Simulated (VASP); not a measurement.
# BaTiO3 in VASP: further runs

Runs on BaTiO3. Level: r2SCAN+U. Tasks: single point.

All numbers are computed with VASP 6.6.1; they aren't measurements. Logs are shortened: lines on timing, memory, paths and dates and some standing lists are left out, and cuts for length are marked.

### Step 1. The cell of the first run

It takes space group Amm2 (No. 38, orthorhombic). Conventional cell: a = 3.963 Å, b = 5.759 Å, c = 5.766 Å, α = 90.00°, β = 90.00°, γ = 90.00°. Ba (site symmetry mm2) has 12 O at 2.79 to 2.98 Å and 8 Ti at 3.44 to 3.56 Å within 3.7 Å. Within 2.5 Å of Ti (site symmetry mm2) lie 6 O at 1.89 to 2.19 Å. O (site symmetry m) has 2 Ti at 1.89 to 2.19 Å within 2.5 Å. Within 2.6 Å of O (site symmetry mm2) lie 2 Ti at 1.99 Å.

### Step 2. Single point, r2SCAN+U (biaxial strain in the a-b plane: +1.5 %, then relaxed in part)

POSCAR reads:

```
BaTiO3
1.0
    2.8794103411      1.6646668893      2.3541476969
   -2.8794103411      1.6646668893      2.3541476969
    0.0000000000     -3.2360680927      2.2884425818
Ba Ti O
1 1 3
Direct
    0.0023325710      0.0023325710     -0.0057861172
    0.5147321620      0.5147321620      0.4942075643
    0.4903847268      0.9773672556      0.4942247575
    0.4862842845      0.4862842845      0.9942300377
    0.9773672556      0.4903847268      0.4942247575
```

INCAR.step1 reads:

```
  PREC = Accurate
  ENCUT = 520
  ISMEAR = 0
  SIGMA = 0.02
  LREAL = False
  LASPH = True
  NELM = 150
  LMAXMIX = 4
  LDAU = True
  LDAUTYPE = 2
  LDAUL = -1 2 -1
  LDAUU = 0 4 0
  LDAUJ = 0 0 0
  NBANDS = 28
  GGA = PE
  ALGO = Normal
  EDIFF = 1E-4
  LWAVE = True
  LCHARG = False
```

INCAR.step2 reads:

```
  PREC = Accurate
  ENCUT = 520
  EDIFF = 1E-7
  ISMEAR = 0
  SIGMA = 0.02
  LREAL = False
  LASPH = True
  NELM = 150
  ALGO = Normal
  ISIF = 2
  LWAVE = False
  LCHARG = True
  LMAXMIX = 4
  LDAU = True
  LDAUTYPE = 2
  LDAUL = -1 2 -1
  LDAUU = 0 4 0
  LDAUJ = 0 0 0
  LDAUPRINT = 1
  METAGGA = R2SCAN
  LMIXTAU = True
  LELF = True
  LVHAR = True
  NBANDS = 28
  ISTART = 1
```

KPOINTS reads:

```
regular mesh
0
Gamma
  6 6 6
```

Potentials or basis: VASP PAW PBE potentials, release 64 (Ba_sv, Ti_sv, O).

Launch:

```
> cat potpaw_PBE.64/Ba_sv/POTCAR potpaw_PBE.64/Ti_sv/POTCAR potpaw_PBE.64/O/POTCAR > POTCAR
> cp INCAR.step1 INCAR
> mpirun -np 1 vasp_std > vasp.out
> cp INCAR.step2 INCAR
> mpirun -np 1 vasp_std > vasp.out
```

OUTCAR:

```text
PREC = Accurate
   ENCUT = 520
   EDIFF = 1E-7
   ISMEAR = 0
   LREAL = False
   LASPH = True
   NELM = 150
   ISIF = 2
   METAGGA = R2SCAN
   ISTART = 1

 ion  position               nearest neighbor table
   1  0.002  0.002  0.994-   4 2.79   3 2.81   5 2.81   5 2.81   3 2.81   5 2.88   3 2.88   5 2.88
                             3 2.88   4 2.88   4 2.88   4 2.98   2 3.44   2 3.44   2 3.50   2 3.50
   2  0.515  0.515  0.494-   3 1.89   5 1.89   4 1.99   4 1.99   3 2.19   5 2.19   1 3.44   1 3.44
                             1 3.50   1 3.50   1 3.50   1 3.50   1 3.56   1 3.56
   3  0.490  0.977  0.494-   2 1.89   2 2.19   1 2.81   1 2.81   1 2.88   1 2.88
   4  0.486  0.486  0.994-   2 1.99   2 1.99   1 2.79   1 2.88   1 2.88   1 2.98
   5  0.977  0.490  0.494-   2 1.89   2 2.19   1 2.81   1 2.81   1 2.88   1 2.88

  LATTYP: Found a simple monoclinic cell.
 ALAT       =     5.7588206822
 B/A-ratio  =     0.6882435999
 C/A-ratio  =     1.5813497678
 COS(beta)  =    -0.9485567523

  Lattice vectors:

 A1 = (  -5.7588206822,   0.0000000000,   0.0000000000)
 A2 = (   0.0000000000,  -3.2360680927,   2.2884425818)
 A3 = (   8.6382310233,   1.6646668893,   2.3541476969)

Analysis of symmetry for initial positions (statically):
=====================================================================
 Subroutine PRICEL returns:
 Original cell was already a primitive cell.

 Routine SETGRP: Setting up the symmetry group for a
 simple monoclinic supercell.

 Subroutine GETGRP returns: Found  1 space group operations
 (whereof  1 operations were pure point group operations)
 out of a pool of  4 trial point group operations.

The static configuration has the point symmetry C_1 .

Analysis of symmetry for dynamics (positions and initial velocities):
=====================================================================
 Subroutine PRICEL returns:
 Original cell was already a primitive cell.

 Routine SETGRP: Setting up the symmetry group for a
 simple monoclinic supercell.

 Subroutine GETGRP returns: Found  1 space group operations
 (whereof  1 operations were pure point group operations)
 out of a pool of  4 trial point group operations.

The dynamic configuration has the point symmetry C_1 .

 Subroutine INISYM returns: Found  1 space group operations
 (whereof  1 operations are pure point group operations),
 and found     1 'primitive' translations

----------------------------------------------------------------------------------------

                                     Primitive cell

  volume of cell :      65.8099

  direct lattice vectors                    reciprocal lattice vectors
     2.879410341  1.664666889  2.354147697     0.173646664  0.100127201  0.141589062
    -2.879410341  1.664666889  2.354147697    -0.173646664  0.100127201  0.141589062
     0.000000000 -3.236068093  2.288442582     0.000000000 -0.206004049  0.145669755

  length of vectors
     4.074816701  4.074816701  3.963471477     0.245410030  0.245410030  0.252304074

  position of ions in fractional coordinates (direct lattice)
     0.002332571  0.002332571  0.994213883
     0.514732162  0.514732162  0.494207564
     0.490384727  0.977367256  0.494224757
     0.486284285  0.486284285  0.994230038
     0.977367256  0.490384727  0.494224757

  ion indices of the primitive-cell ions
   primitive index   ion index
                 1           1
                 2           2
                 3           3
                 4           4
                 5           5

----------------------------------------------------------------------------------------

[... 59 lines left out ...]
 SYSTEM =  unknown system
   PREC   = accura    normal or accurate (medium, high low for compatibility)
   ISTART =      1    job   : 0-new  1-cont  2-samecut
   ICHARG =      0    charge: 1-file 2-atom 10-const
   ISPIN  =      1    spin polarized calculation?
   LNONCOLLINEAR =      F non collinear calculations
   LSORBIT =      F    spin-orbit coupling
   LASPH  =      T    aspherical Exc in radial PAW
   ENCUT  =  520.0 eV  38.22 Ry    6.18 a.u.   7.58  7.58  7.37*2*pi/ulx,y,z
   NELM   =    150;   NELMIN=  2; NELMDL=  0     # of ELM steps
   EDIFF  = 0.1E-06   stopping-criterion for ELM
   LREAL  =      F    real-space projection
   EDIFFG = 0.1E-05   stopping-criterion for IOM
   NSW    =      0    number of steps for IOM
   IBRION =     -1    ionic relax: 0-MD 1-quasi-New 2-CG
   NFREE  =      0    steps in history (QN), initial steepest desc. (CG)
   ISIF   =      2    stress and relaxation
   ISYM   =      2    0-nonsym 1-usesym 2-fastsym
   POTIM  = 0.5000    time-step for ionic-motion
   TEBEG  =    0.0;   TEEND  =   0.0 temperature during run
   PSTRESS=    0.0 pullay stress
   NELECT =      40.0000    total number of electrons
   NUPDOWN=      -1.0000    fix difference up-down
   EMIN   =  10.00;   EMAX   =-10.00  energy-range for DOS
   EFERMI =   0.00;   METHOD = LEGACY
   ISMEAR =     0;   SIGMA  =   0.02  broadening in eV -4-tet -1-fermi 0-gaus
   EFERMI_NEDOS =   21; number of points for ismear=-14 and -15
   IALGO  =     38    algorithm
   IMIX   =      4    mixing-type and parameters
     AMIX     =   0.40;   BMIX     =  1.00
     AMIX_MAG =   1.60;   BMIX_MAG =  1.00
  volume/ion in A,a.u.               =      13.16        88.82
  Fermi-wavevector in a.u.,A,eV,Ry     =   1.386748  2.620574 26.164969  1.923071
  Thomas-Fermi vector in A             =   2.511035
   LORBIT       =      0    0 simple, 1 ext, 2 COOP (PROOUT), +10 PAW based schemes
 LDA+U is selected, type is set to LDAUTYPE =  2
   angular momentum for each species LDAUL =    -1    2   -1
   U (eV)           for each species LDAUU =   0.0  4.0  0.0
   J (eV)           for each species LDAUJ =   0.0  0.0  0.0
   METAGGA = R2SCAN    functional components
   LHFCALC =     F    Hartree Fock is set to
   AEXX    =    0.0000 exact exchange contribution
   IVDW    =     0    specifies the selected vdW correction
   LEPSILON=     F    determine dielectric tensor
   LRPA    =     F    only Hartree local field effects (RPA)
 non-spin polarized calculation
 Gauss-broadening in eV      SIGMA  =   0.02
  energy-cutoff  :      520.00
  volume of cell :       65.81
 maximum number of plane-waves:      1795
   NGX = 15   NGY = 15   NGZ = 15

atom =   2  type =  2  l = 2

 onsite density matrix

spin component  1

  0.1466  0.0000  0.0000  0.0651 -0.0000
  0.0000  0.1857 -0.0028  0.0000  0.0654
  0.0000 -0.0028  0.1013  0.0000 -0.0041
  0.0651  0.0000  0.0000  0.1926 -0.0000
 -0.0000  0.0654 -0.0041 -0.0000  0.1533

spin component  2

  0.1466  0.0000  0.0000  0.0651 -0.0000
  0.0000  0.1857 -0.0028  0.0000  0.0654
  0.0000 -0.0028  0.1013  0.0000 -0.0041
  0.0651  0.0000  0.0000  0.1926 -0.0000
 -0.0000  0.0654 -0.0041 -0.0000  0.1533

 occupancies and eigenvectors

  o =  0.1001  v =  0.0002 -0.3332  0.8166 -0.0001  0.4713  0.0000  0.0000  0.0000  0.0000  0.0000      0.0000  0.0000  0.0000  0.0000  0.0000  0.0000  0.0000  0.0000  0.0000  0.0000
  o =  0.1001  v =  0.0000  0.0000  0.0000  0.0000  0.0000  0.0002 -0.3332  0.8166 -0.0001  0.4713      0.0000  0.0000  0.0000  0.0000  0.0000  0.0000  0.0000  0.0000  0.0000  0.0000
  o =  0.1006  v = -0.8165 -0.0001  0.0002  0.5773  0.0001  0.0000  0.0000  0.0000  0.0000  0.0000      0.0000  0.0000  0.0000  0.0000  0.0000  0.0000  0.0000  0.0000  0.0000  0.0000
  o =  0.1006  v =  0.0000  0.0000  0.0000  0.0000  0.0000 -0.8165 -0.0001  0.0002  0.5773  0.0001      0.0000  0.0000  0.0000  0.0000  0.0000  0.0000  0.0000  0.0000  0.0000  0.0000
  o =  0.1032  v =  0.0000  0.5196  0.5761 -0.0000 -0.6310  0.0000  0.0000  0.0000  0.0000  0.0000      0.0000  0.0000  0.0000  0.0000  0.0000  0.0000  0.0000  0.0000  0.0000  0.0000
  o =  0.1032  v =  0.0000  0.0000  0.0000  0.0000  0.0000  0.0000  0.5196  0.5761 -0.0000 -0.6310      0.0000  0.0000  0.0000  0.0000  0.0000  0.0000  0.0000  0.0000  0.0000  0.0000
  o =  0.2370  v =  0.0000  0.0000  0.0000  0.0000  0.0000  0.0000  0.7868 -0.0346  0.0000  0.6162      0.0000  0.0000  0.0000  0.0000  0.0000  0.0000  0.0000  0.0000  0.0000  0.0000
  o =  0.2370  v =  0.0000  0.7868 -0.0346  0.0000  0.6162  0.0000  0.0000  0.0000  0.0000  0.0000      0.0000  0.0000  0.0000  0.0000  0.0000  0.0000  0.0000  0.0000  0.0000  0.0000
  o =  0.2386  v = -0.5773  0.0000 -0.0000 -0.8165  0.0000  0.0000  0.0000  0.0000  0.0000  0.0000      0.0000  0.0000  0.0000  0.0000  0.0000  0.0000  0.0000  0.0000  0.0000  0.0000
  o =  0.2386  v =  0.0000  0.0000  0.0000  0.0000  0.0000 -0.5773  0.0000 -0.0000 -0.8165  0.0000      0.0000  0.0000  0.0000  0.0000  0.0000  0.0000  0.0000  0.0000  0.0000  0.0000

 number of electron      40.0000018 magnetization

 Free energy of the ion-electron system (eV)
  ---------------------------------------------------
  ext. energy  EPLUGINS =         0.00000000
  ---------------------------------------------------
  free energy    TOTEN  =       -71.61461031 eV

  energy without entropy =      -71.61461031  energy(sigma->0) =      -71.61461031

 E-fermi :   3.7684     XC(G=0): -11.7619

 val. band max:        3.4687115623   @ k =   0.5000   0.5000   0.5000
 cond. band min:       6.4419116768   @ k =   0.0000   0.0000   0.0000
 fundamental gap:      2.9732001145
 Fermi energy:         3.7683567604

 k-point     1 :       0.0000    0.0000    0.0000
  band No.  band energies     occupation
      1     -56.3304      2.00000
      2     -31.4754      2.00000
      3     -31.4648      2.00000
      4     -31.4283      2.00000
      5     -22.1154      2.00000
      6     -14.3971      2.00000
[... 733 lines left out ...]
     27      11.2250      0.00000
     28      12.6700      0.00000

 [... further k-points ...]

------------------------ aborting loop because EDIFF is reached ----------------------------------------

  FORCE on cell =-STRESS in cart. coord.  units (eV):
  Direction    XX          YY          ZZ          XY          YZ          ZX
  --------------------------------------------------------------------------------------
  -------------------------------------------------------------------------------------
  Total        0.6482980      1.2754832      1.0068843      0.0000040     -0.3677385      0.0000114
  in kB       15.7831530     31.0523027     24.5131221      0.0000976     -8.9527864      0.0002769
  external PRESSURE =      23.7828593 kB  Pullay stress =       0.0000000 kB

 VOLUME and BASIS-vectors are now :
 -----------------------------------------------------------------------------
  energy-cutoff  :      520.00
  volume of cell :       65.81
      direct lattice vectors                 reciprocal lattice vectors
     2.879410341  1.664666889  2.354147697     0.173646664  0.100127201  0.141589062
    -2.879410341  1.664666889  2.354147697    -0.173646664  0.100127201  0.141589062
     0.000000000 -3.236068093  2.288442582     0.000000000 -0.206004049  0.145669755

 POSITION                                       TOTAL-FORCE (eV/Angst)
 -----------------------------------------------------------------------------------
      0.00000     -3.20958      2.28618         0.000000     -0.018510     -0.024717
      0.00000      0.11443      3.55448        -0.000001     -0.389945     -0.552764
     -1.40222      0.84397      4.58631        -0.353434      0.200803      0.284471
      0.00000     -1.59839      4.56481        -0.000001      0.006842      0.008532
      1.40222      0.84397      4.58631         0.353436      0.200809      0.284478
 -----------------------------------------------------------------------------------
    total drift:                                0.000001      0.003783     -0.000513

  FREE ENERGIE OF THE ION-ELECTRON SYSTEM (eV)
  ---------------------------------------------------
  free  energy   TOTEN  =       -71.6146103112 eV

  energy  without entropy=      -71.6146103112  energy(sigma->0) =      -71.61461031
```

It took 20 min on 1 thread of AMD EPYC 7R43 (Zen 3), shared host; peak memory 0.31 GiB.

Results:

```
Free energy            : -71.6146 eV
Pressure               : 2.4 GPa
Largest force          : 0.676 eV/Å
Band gap on the k mesh : 2.97 eV, indirect (least direct gap 3.43 eV)
```

Forces on the atoms (eV/Å):
```
Ba   0.000 -0.019 -0.025
Ti   0.000 -0.390 -0.553
O   -0.353  0.201  0.284
O    0.000  0.007  0.009
O    0.353  0.201  0.284
```

Stress tensor (GPa, compression positive):
```
 1.58  0.00  0.00
 0.00  3.11 -0.90
 0.00 -0.90  2.45
```

Levels at points of the mesh, in eV from the valence-band top:
```
           k point  band 16  band 17  band 18  band 19  band 20  band 21  band 22  band 23  band 24  band 25
(0.00, 0.00, 0.00)    -1.26    -1.15    -0.48    -0.47    -0.46     2.97     3.10     3.11     4.48     4.53
(0.50, 0.00, 0.00)    -1.90    -1.74    -1.62    -0.98    -0.86     3.18     4.40     4.42     4.50     6.25
(0.00, 0.50, 0.00)    -1.90    -1.74    -1.62    -0.98    -0.86     3.18     4.40     4.42     4.50     6.25
(0.50, 0.50, 0.00)    -2.51    -1.87    -1.04    -0.99    -0.26     4.43     4.46     4.77     5.34     7.77
(0.00, 0.00, 0.50)    -2.09    -1.72    -1.59    -1.13    -1.10     3.26     4.43     4.46     4.61     6.13
(0.50, 0.00, 0.50)    -2.60    -1.92    -0.95    -0.92    -0.09     4.44     4.56     4.91     4.99     7.98
(0.00, 0.50, 0.50)    -2.60    -1.92    -0.95    -0.92    -0.09     4.44     4.56     4.91     4.99     7.98
(0.50, 0.50, 0.50)    -2.40    -2.28    -0.17    -0.03     0.00     5.00     5.03     5.17     6.97     7.13
```

Eigenvalues of the final occupation matrices:
```
    site  spin  trace               eigenvalues
site 2 d     1   0.78  0.10 0.10 0.10 0.24 0.24
site 2 d     2   0.78  0.10 0.10 0.10 0.24 0.24
```

Caveat: the cell differs from its parent crystal (biaxial strain in the a-b plane: +1.5 %, then relaxed in part); the PAW data sets were made with another functional, which shifts forces and pressure a little; spin-orbit coupling is left out, which moves the levels of the heavy elements. A k mesh can miss the band edges.

### Step 3. Single point, r2SCAN+U

POSCAR is that of step 2.

INCAR.step1 reads:

```
SYSTEM = BaTiO3
  PREC = Accurate
  ENCUT = 520
  ISMEAR = 0
  SIGMA = 0.02
  LREAL = .FALSE.
  LASPH = .TRUE.
  NELM = 150
  LMAXMIX = 4
  LDAU = .TRUE.
  LDAUTYPE = 2
  LDAUL = -1 2 -1
  LDAUU = 0 4 0
  LDAUJ = 0 0 0
  NBANDS = 28
  GGA = PE
  ALGO = Normal
  EDIFF = 1E-4
  LWAVE = .TRUE.
  LCHARG = .FALSE.
```

INCAR.step2 reads:

```
SYSTEM = BaTiO3
  PREC = Accurate
  ENCUT = 520
  EDIFF = 1E-6
  ISMEAR = 0
  SIGMA = 0.02
  LREAL = .FALSE.
  LASPH = .TRUE.
  NELM = 150
  ALGO = Normal
  ISIF = 2
  LWAVE = .FALSE.
  LCHARG = .FALSE.
  LMAXMIX = 4
  LDAU = .TRUE.
  LDAUTYPE = 2
  LDAUL = -1 2 -1
  LDAUU = 0 4 0
  LDAUJ = 0 0 0
  LDAUPRINT = 1
  METAGGA = R2SCAN
  LMIXTAU = .TRUE.
  NBANDS = 28
  ISTART = 1
```

KPOINTS reads:

```
Automatic mesh
0
G
  6 6 6
  0 0 0
```

Potentials or basis: VASP PAW PBE potentials, release 64 (Ba_sv, Ti_sv, O).

Launch:

```
> cat potpaw_PBE.64/Ba_sv/POTCAR potpaw_PBE.64/Ti_sv/POTCAR potpaw_PBE.64/O/POTCAR > POTCAR
> cp INCAR.step1 INCAR
> mpirun -np 1 vasp_std > vasp.out
> cp INCAR.step2 INCAR
> mpirun -np 1 vasp_std > vasp.out
```

OUTCAR:

```text
SYSTEM = BaTiO3
   PREC = Accurate
   ENCUT = 520
   EDIFF = 1E-6
   ISMEAR = 0
   LREAL = .FALSE.
   LASPH = .TRUE.
   NELM = 150
   ISIF = 2
   METAGGA = R2SCAN
   ISTART = 1

 ion  position               nearest neighbor table
   1  0.002  0.002  0.994-   4 2.79   3 2.81   5 2.81   5 2.81   3 2.81   5 2.88   3 2.88   5 2.88
                             3 2.88   4 2.88   4 2.88   4 2.98   2 3.44   2 3.44   2 3.50   2 3.50
   2  0.515  0.515  0.494-   3 1.89   5 1.89   4 1.99   4 1.99   3 2.19   5 2.19   1 3.44   1 3.44
[... 992 lines left out ...]
  -------------------------------------------------------------------------------------
  Total        0.6427846      1.2700352      1.0015128      0.0000037     -0.3676229      0.0000131
  in kB       15.6489258     30.9196693     24.3823517      0.0000912     -8.9499702      0.0003196
  external PRESSURE =      23.6503156 kB  Pullay stress =       0.0000000 kB

 VOLUME and BASIS-vectors are now :
 -----------------------------------------------------------------------------
  energy-cutoff  :      520.00
  volume of cell :       65.81
      direct lattice vectors                 reciprocal lattice vectors
     2.879410341  1.664666889  2.354147697     0.173646664  0.100127201  0.141589062
    -2.879410341  1.664666889  2.354147697    -0.173646664  0.100127201  0.141589062
     0.000000000 -3.236068093  2.288442582     0.000000000 -0.206004049  0.145669755

 POSITION                                       TOTAL-FORCE (eV/Angst)
 -----------------------------------------------------------------------------------
      0.00000     -3.20958      2.28618         0.000000     -0.018341     -0.024468
      0.00000      0.11443      3.55448        -0.000002     -0.390342     -0.553333
     -1.40222      0.84397      4.58631        -0.353258      0.200844      0.284529
      0.00000     -1.59839      4.56481        -0.000001      0.006988      0.008735
      1.40222      0.84397      4.58631         0.353260      0.200852      0.284536
 -----------------------------------------------------------------------------------
    total drift:                                0.000000      0.002999     -0.001618

  FREE ENERGIE OF THE ION-ELECTRON SYSTEM (eV)
  ---------------------------------------------------
  free  energy   TOTEN  =       -71.6146095703 eV

  energy  without entropy=      -71.6146095703  energy(sigma->0) =      -71.61460957
```

OUTCAR.step1:

```text
SYSTEM = BaTiO3
   PREC = Accurate
   ENCUT = 520
   ISMEAR = 0
   LREAL = .FALSE.
   LASPH = .TRUE.
[... 985 lines left out ...]
     -1.40222      0.84397      4.58631        -0.373355      0.191797      0.271046
      0.00000     -1.59839      4.56481         0.000005     -0.020574     -0.029538
      1.40222      0.84397      4.58631         0.373398      0.191842      0.271053
 -----------------------------------------------------------------------------------
    total drift:                               -0.000038     -0.001042     -0.003670

  FREE ENERGIE OF THE ION-ELECTRON SYSTEM (eV)
  ---------------------------------------------------
  free  energy   TOTEN  =       -37.2843042001 eV

  energy  without entropy=      -37.2843042001  energy(sigma->0) =      -37.28430420
```

It took 10 min on 1 thread of Oxide Virtual Turin-like, shared host; peak memory 0.29 GiB.

What came out:

```
Free energy            : -71.6146 eV
Pressure               : 2.4 GPa
Largest force          : 0.677 eV/Å
Band gap on the k mesh : 2.97 eV, indirect (least direct gap 3.43 eV)
```

Forces on the atoms (eV/Å):
```
Ba   0.000 -0.018 -0.024
Ti   0.000 -0.390 -0.553
O   -0.353  0.201  0.285
O    0.000  0.007  0.009
O    0.353  0.201  0.285
```

Stress tensor (GPa, compression positive):
```
 1.56  0.00  0.00
 0.00  3.09 -0.89
 0.00 -0.89  2.44
```

Eigenvalues of the final occupation matrices:
```csv
site,spin,trace,eigenvalues
site 2 d,1,0.78,0.10 0.10 0.10 0.24 0.24
site 2 d,2,0.78,0.10 0.10 0.10 0.24 0.24
```

Caveat: the PAW data sets were made with another functional, which shifts forces and pressure a little; spin-orbit coupling is left out, which moves the levels of the heavy elements. A k mesh can miss the band edges.

(Part 1 of 2 ends here.)
